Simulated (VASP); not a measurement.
# Ta3HC4 in VASP: further runs, part 3 of 3

VASP 6.6.1.

## Step 5: Relaxation of the atoms, PBEsol

This run uses another cell than the first one.

Contents of INCAR:

```
PREC = Accurate ; ENCUT = 520
EDIFF = 1E-7 ; ISMEAR = 0
SIGMA = 0.1 ; LREAL = False
LASPH = True ; NELM = 120
ALGO = Normal ; ISIF = 2
LWAVE = False ; LCHARG = False
LDIPOL = True ; IDIPOL = 3
DIPOL = 0.5 0.5 0.492 ; GGA = PS
IBRION = 2 ; NSW = 90
EDIFFG = -0.03 ; GGA_COMPAT = False
NELMIN = 4 ; NELMDL = -8
```

Contents of KPOINTS:

```
regular mesh
0
Gamma
  9 9 1
```

Contents of POSCAR:

```
Ta3HC4
1.0
    3.1393032032      0.0000000000      0.0000000000
   -1.5696516016      2.7187163241      0.0000000000
    0.0000000000      0.0000000000     26.5080758298
C Ta H
4 3 1
Selective dynamics
Direct
    0.3333333333      0.6666666667      0.3206569973  F F F
    0.0000000000      0.0000000000      0.4173532022  F F F
    0.6666666667      0.3333333333      0.5158297939  T T T
    0.3333333333      0.6666666667      0.6221644044  T T T
    0.6666666667      0.3333333333      0.3690050997  F F F
    0.3333333333      0.6666666667      0.4664262615  T T T
    0.0000000000      0.0000000000      0.5587874920  T T T
    0.3333333333      0.6666666667      0.6636611923  T T T
```

Potentials or basis: VASP PAW PBE potentials, release 64 (C, Ta_pv, H).

The run is started by

```sh
$ cat potpaw_PBE.64/C/POTCAR potpaw_PBE.64/Ta_pv/POTCAR potpaw_PBE.64/H/POTCAR > POTCAR
$ mpirun -np 1 vasp_std > vasp.out
```

OUTCAR:

```text
PREC = Accurate
   ENCUT = 520
   EDIFF = 1E-7
   ISMEAR = 0
   LREAL = False
   LASPH = True
   NELM = 120
   ISIF = 2
   GGA = PS
   IBRION = 2
   NSW = 90
   EDIFFG = -0.03
   NELMIN = 4
   NELMDL = -8

 ion  position               nearest neighbor table
   1  0.333  0.667  0.321-   5 2.22   5 2.22   5 2.22
   2  0.000  0.000  0.417-   5 2.22   5 2.22   5 2.22   6 2.23   6 2.23   6 2.23
   3  0.667  0.333  0.516-   7 2.14   7 2.14   7 2.14   6 2.24   6 2.24   6 2.24
   4  0.333  0.667  0.622-   8 1.10   7 2.47   7 2.47   7 2.47
   5  0.667  0.333  0.369-   1 2.22   1 2.22   1 2.22   2 2.22   2 2.22   2 2.22   6 3.16   6 3.16
                             6 3.16
   6  0.333  0.667  0.466-   2 2.23   2 2.23   2 2.23   3 2.24   3 2.24   3 2.24   7 3.05   7 3.05
                             7 3.05   5 3.16   5 3.16   5 3.16
   7  0.000  0.000  0.559-   3 2.14   3 2.14   3 2.14   4 2.47   4 2.47   4 2.47   6 3.05   6 3.05
                             6 3.05
   8  0.333  0.667  0.664-   4 1.10

  LATTYP: Found a hexagonal cell.
 ALAT       =     3.1393032032
 C/A-ratio  =     8.4439361584

  Lattice vectors:

 A1 = (   3.1393032032,   0.0000000000,   0.0000000000)
 A2 = (  -1.5696516016,   2.7187163241,   0.0000000000)
 A3 = (   0.0000000000,   0.0000000000,  26.5080758298)

Analysis of symmetry for initial positions (statically):
=====================================================================
 Subroutine PRICEL returns:
 Original cell was already a primitive cell.

 Routine SETGRP: Setting up the symmetry group for a
 hexagonal supercell.

 Subroutine GETGRP returns: Found  6 space group operations
 (whereof  6 operations were pure point group operations)
 out of a pool of 24 trial point group operations.

The static configuration has the point symmetry C_3v.

Analysis of symmetry for dynamics (positions and initial velocities):
=====================================================================
 Subroutine PRICEL returns:
 Original cell was already a primitive cell.

 Routine SETGRP: Setting up the symmetry group for a
 hexagonal supercell.

 Subroutine GETGRP returns: Found  6 space group operations
 (whereof  6 operations were pure point group operations)
 out of a pool of 24 trial point group operations.

The dynamic configuration has the point symmetry C_3v.

Analysis of constrained symmetry for selective dynamics:
=====================================================================
 Subroutine PRICEL returns:
 Original cell was already a primitive cell.

 Routine SETGRP: Setting up the symmetry group for a
 hexagonal supercell.

 Subroutine GETGRP returns: Found  6 space group operations
 (whereof  6 operations were pure point group operations)
 out of a pool of 24 trial point group operations.

The constrained configuration has the point symmetry C_3v.

 Subroutine INISYM returns: Found  6 space group operations
 (whereof  6 operations are pure point group operations),
 and found     1 'primitive' translations

----------------------------------------------------------------------------------------

                                     Primitive cell

  volume of cell :     226.2431

[... 100 lines left out ...]
   EMIN   =  10.00;   EMAX   =-10.00  energy-range for DOS
   EFERMI =   0.00;   METHOD = LEGACY
   ISMEAR =     0;   SIGMA  =   0.10  broadening in eV -4-tet -1-fermi 0-gaus
   EFERMI_NEDOS =   21; number of points for ismear=-14 and -15
   IALGO  =     38    algorithm
   IMIX   =      4    mixing-type and parameters
     AMIX     =   0.40;   BMIX     =  1.00
     AMIX_MAG =   1.60;   BMIX_MAG =  1.00
  volume/ion in A,a.u.               =      28.28       190.85
  Fermi-wavevector in a.u.,A,eV,Ry     =   0.989782  1.870417 13.329208  0.979669
  Thomas-Fermi vector in A             =   2.121406
   LORBIT       =      0    0 simple, 1 ext, 2 COOP (PROOUT), +10 PAW based schemes
   GGA     = PS    functional components
   LHFCALC =     F    Hartree Fock is set to
   AEXX    =    0.0000 exact exchange contribution
   IVDW    =     0    specifies the selected vdW correction
   LEPSILON=     F    determine dielectric tensor
   LRPA    =     F    only Hartree local field effects (RPA)
 conjugate gradient relaxation of ions
 non-spin polarized calculation
 Gauss-broadening in eV      SIGMA  =   0.10
  energy-cutoff  :      520.00
  volume of cell :      226.24
 maximum number of plane-waves:      6126
 NGX is ok and might be reduce to    24
   NGX = 11   NGY = 11   NGZ = 99

--------------------------------------- Ionic step        1  -------------------------------------------

 number of electron      49.9999998 magnetization

 Free energy of the ion-electron system (eV)
  ---------------------------------------------------
  ext. energy  EPLUGINS =         0.00000000
  ---------------------------------------------------
  free energy    TOTEN  =       -77.35780033 eV

  energy without entropy =      -77.34028312  energy(sigma->0) =      -77.34904172

------------------------ aborting loop because EDIFF is reached ----------------------------------------

  FORCE on cell =-STRESS in cart. coord.  units (eV):
  Direction    XX          YY          ZZ          XY          YZ          ZX
  --------------------------------------------------------------------------------------
  -------------------------------------------------------------------------------------
  Total       -3.3725193     -3.3725193     -9.0452824      0.0000000      0.0000000      0.0000000
  in kB      -23.8830430    -23.8830430    -64.0556363      0.0000000      0.0000000      0.0000000
  external PRESSURE =     -37.2739075 kB  Pullay stress =       0.0000000 kB
[... 23 lines left out ...]
  FREE ENERGIE OF THE ION-ELECTRON SYSTEM (eV)
  ---------------------------------------------------
  free  energy   TOTEN  =       -77.3578003326 eV

  energy  without entropy=      -77.3402831161  energy(sigma->0) =      -77.34904172

 dipolmoment           0.000000      0.000000      0.030217 electrons x Angstroem

--------------------------------------- Ionic step        2  -------------------------------------------

 number of electron      49.9999998 magnetization

------------------------ aborting loop because EDIFF is reached ----------------------------------------
[... 73 lines left out ...]
  FREE ENERGIE OF THE ION-ELECTRON SYSTEM (eV)
  ---------------------------------------------------
  free  energy   TOTEN  =       -77.9271960929 eV

  energy  without entropy=      -77.9161212194  energy(sigma->0) =      -77.92165866

[... ionic steps 4 to 19 ...]

--------------------------------------- Ionic step       20  -------------------------------------------

 number of electron      49.9999997 magnetization

------------------------ aborting loop because EDIFF is reached ----------------------------------------
[... 79 lines left out ...]
--------------------------------------- Ionic step       22  -------------------------------------------

 number of electron      49.9999997 magnetization

 dipolmoment           0.000000      0.000000     -0.105889 electrons x Angstroem

 Free energy of the ion-electron system (eV)
  ---------------------------------------------------
  ext. energy  EPLUGINS =         0.00000000
  ---------------------------------------------------
  free energy    TOTEN  =       -78.42310993 eV

  energy without entropy =      -78.41112199  energy(sigma->0) =      -78.41711596

 E-fermi :  -1.3471     XC(G=0):  -5.1153

 val. band max:       -1.3846866362   @ k =   0.3333   0.0000   0.0000
 cond. band min:      -1.2433005488   @ k =   0.0000   0.0000   0.0000
 fundamental gap:      0.1413860875
 Fermi energy:        -1.3471324412

 k-point     1 :       0.0000    0.0000    0.0000
  band No.  band energies     occupation
      1     -36.5509      2.00000
      2     -36.1580      2.00000
      3     -36.1580      2.00000
      4     -35.8470      2.00000
      5     -35.5506      2.00000
      6     -35.5506      2.00000
[... 385 lines left out ...]
     29       1.5801      0.00000
     30       1.8945      0.00000

------------------------ aborting loop because EDIFF is reached ----------------------------------------

 vacuum level on the upper side and lower side of the slab       (xc-potential included)        -1.149         1.027

  FORCE on cell =-STRESS in cart. coord.  units (eV):
  Direction    XX          YY          ZZ          XY          YZ          ZX
  --------------------------------------------------------------------------------------
  -------------------------------------------------------------------------------------
  Total       -0.3622958     -0.3622958     -3.2888606     -0.0000000      0.0000000      0.0000000
  in kB       -2.5656567     -2.5656567    -23.2906002     -0.0000000      0.0000000      0.0000000
  external PRESSURE =      -9.4739712 kB  Pullay stress =       0.0000000 kB
[... 23 lines left out ...]
  FREE ENERGIE OF THE ION-ELECTRON SYSTEM (eV)
  ---------------------------------------------------
  free  energy   TOTEN  =       -78.4231099316 eV

  energy  without entropy=      -78.4111219852  energy(sigma->0) =      -78.41711596

 reached required accuracy - stopping structural energy minimisation

 vacuum level on the upper side and lower side of the slab         3.136         5.363
```

It took 31 min on 1 thread of Intel Xeon Platinum 8259CL at 2.50GHz (Skylake/Cascade Lake), shared host; peak memory 0.38 GiB.

What came out:

```
Free energy               : -78.4231 eV
Energy gained by relaxing : 133.2 meV/atom
Ionic steps               : 22
Band gap on the k mesh    : zero (bands 25 and 26 overlap by 0.14 eV)
```

The path:
| step | energy change (eV) | largest force on free atoms (eV/Å) | pressure (GPa) |
| --- | --- | --- | --- |
| 1 | 0.0000 | 4.2394 | -3.73 |
| 2 | -0.5605 | 3.3884 | -4.33 |
| 3 | -0.5694 | 3.1620 | -4.44 |
| 4 | -0.9115 | 0.9542 | -3.44 |
| 5 | -0.9119 | 1.0566 | -3.39 |
| 6 | -0.9779 | 0.7002 | -2.96 |
| 7 | -0.9812 | 0.7512 | -2.82 |
| 8 | -0.9928 | 1.0050 | -2.44 |
| 9 | -0.9993 | 0.4552 | -2.59 |
| 10 | -1.0146 | 0.3737 | -2.43 |
| 11 | -1.0165 | 0.4905 | -2.35 |
| 12 | -1.0291 | 0.4725 | -2.18 |
| 13 | -1.0456 | 0.7317 | -1.64 |
| 14 | -1.0551 | 0.4112 | -1.48 |
| 15 | -1.0601 | 0.3039 | -1.25 |
| 16 | -1.0623 | 0.1853 | -1.18 |
| 17 | -1.0638 | 0.1806 | -1.06 |
| 18 | -1.0646 | 0.1141 | -1.02 |
| 19 | -1.0648 | 0.1049 | -0.99 |
| 20 | -1.0652 | 0.0478 | -0.96 |
| 21 | -1.0653 | 0.0325 | -0.95 |
| 22 | -1.0653 | 0.0157 | -0.95 |

Final structure:
```
CELL_PARAMETERS angstrom
3.13930 0.00000 0.00000
-1.56965 2.71872 0.00000
0.00000 0.00000 26.50808
ATOMIC_POSITIONS crystal
C 0.33333 0.66667 0.32066
C 0.00000 0.00000 0.41735
C 0.66667 0.33333 0.51461
C 0.33333 0.66667 0.60775
Ta 0.66667 0.33333 0.36901
Ta 0.33333 0.66667 0.46558
Ta 0.00000 0.00000 0.56446
H 0.33333 0.66667 0.64930
```

Levels at points of the mesh, in eV from the Fermi level:
| k point | band 21 | band 22 | band 23 | band 24 | band 25 | band 26 | band 27 | band 28 | band 29 | band 30 |
| --- | --- | --- | --- | --- | --- | --- | --- | --- | --- | --- |
| (0.00, 0.00, 0.00) | -1.28 | -1.28 | -0.51 | 0.10 | 0.10 | 0.80 | 0.92 | 0.92 | 1.75 | 1.75 |

Caveat: the PAW data sets were made with another functional, which shifts forces and pressure a little; spin-orbit coupling is left out, which moves the levels of the heavy elements.

## Step 6: Summary

| cell | atoms held fixed (from 0) | gap on the mesh (eV) |
| --- | --- | --- |
| atoms relaxed from a = 3.139, b = 3.139, c = 26.690 Å, angles 90.0, 90.0, 120.0°, 8 atoms, atomic positions A | [0, 4, 1] | none |
| atoms relaxed from a = 3.139, b = 3.139, c = 26.690 Å, angles 90.0, 90.0, 120.0°, 8 atoms, atomic positions B | [0, 4, 1, 5, 2, 6, 3, 7] | - |
| atoms relaxed from a = 3.139, b = 3.139, c = 26.690 Å, angles 90.0, 90.0, 120.0°, 8 atoms, atomic positions C | [0, 4, 1, 5, 2, 6, 3, 7] | none |
| atoms relaxed from a = 3.139, b = 3.139, c = 26.508 Å, angles 90.0, 90.0, 120.0°, 8 atoms, atomic positions D | [0, 4, 1] | none |

Alike in all rows: task relaxation of the atoms; level PBEsol; potentials or basis VASP PAW PBE potentials, release 64 (C, Ta_pv, H); no spin polarisation; k mesh 9 × 9 × 1; cutoff (eV) 520; smearing gaussian 0.1 eV.

Caveats: the PAW data sets were made with another functional, which shifts forces and pressure a little; spin-orbit coupling is left out, which moves the levels of the heavy elements.

Absolute energies hang on the potentials; compare differences alone.
